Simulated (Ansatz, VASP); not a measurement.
## One calculation of CaAlBrCl3, two programs

INCAR

```
PREC = Accurate
ENCUT = 600
EDIFF = 1E-7
ISMEAR = 0
SIGMA = 0.2
LREAL = False
LASPH = True
NELM = 60
ALGO = Normal
ISIF = 3
LWAVE = False
LCHARG = False
GGA = PE
IBRION = 2
NSW = 36
EDIFFG = -0.08
```

KPOINTS

```
Automatic mesh
0
Gamma
  4 4 2
```

POSCAR

```
CaAlBrCl3
1.0
    4.2549475800      0.0000000000      0.0000000000
   -2.1274737900      3.6848927000      0.0000000000
    0.0000000000      0.0000000000     10.6087816600
Ca Al Br Cl
1 1 1 3
Direct
    0.3333333300      0.6666666700      0.6634089900
    0.6666666700      0.3333333300      0.3500950000
    0.0000000000      0.0000000000      0.9994310100
    0.6666666700      0.3333333300      0.8238899700
    0.3333333300      0.6666666700      0.1693140000
    0.0000000000      0.0000000000      0.4938600100
```

Input for Ansatz:

```yaml
crystal:
  lattice:
    - [4.25494758, 0.0, 0.0]
    - [-2.12747379, 3.6848927, 0.0]
    - [0.0, 0.0, 10.60878166]
  atoms:
    - { symbol: Ca, position: [0.33333333, 0.66666667, 0.66340899] }
    - { symbol: Al, position: [0.66666667, 0.33333333, 0.350095] }
    - { symbol: Br, position: [0.0, 0.0, 0.99943101] }
    - { symbol: Cl, position: [0.66666667, 0.33333333, 0.82388997] }
    - { symbol: Cl, position: [0.33333333, 0.66666667, 0.169314] }
    - { symbol: Cl, position: [0.0, 0.0, 0.49386001] }
basis:
  ecutwfc: 420
kpoints:
  mp_grid: { grid: [4, 4, 2] }
hamiltonian:
  xc: pbe
scf:
  occupations: { method: gaussian, width: 0.2 }
  lower_state_search: "off"
output:
  forces: true
  stress: true
  eigenvalues: true
relax:
  adjacent_minimum: "off"
  f_tol: 0.08
  max_steps: 16
  cell: { stress_tol: 0.8 }
```

Change from the starting cell: species swapped into the LiGeSbTe3 type (P3m1, No. 156).

Alike in both runs: task relaxation of cell and atoms; functional PBE; k mesh 4 × 4 × 2; occupations gaussian, width 0.2 eV; no spin polarisation.

|  | VASP | Ansatz |
| --- | --- | --- |
| version | VASP 6.6.1 | Ansatz 0.2.0 |
| potentials or method | VASP PAW PBE potentials, release 64 (Ca_sv, Al, Br, Cl), cutoff 600 eV | scalar-relativistic, plane waves, PAW |
| valence electrons in the cell | 41 | 41 |

Ansatz gave:

* gap on the k mesh at the Fermi level, each at its own relaxed structure (eV): none
* relaxed volume (Å³/atom): 29.55
* relaxed cell length with the largest relative difference (Å): 12.538

Problem. Which values does VASP return?

Solution. gap on the k mesh at the Fermi level, each at its own relaxed structure (eV): none; relaxed volume (Å³/atom): 29.48; relaxed cell length with the largest relative difference (Å): 12.576.

A gap of «none» marks a metal or a gap that the smearing closes.

The k mesh is coarse, so the values compare programs but aren't converged.
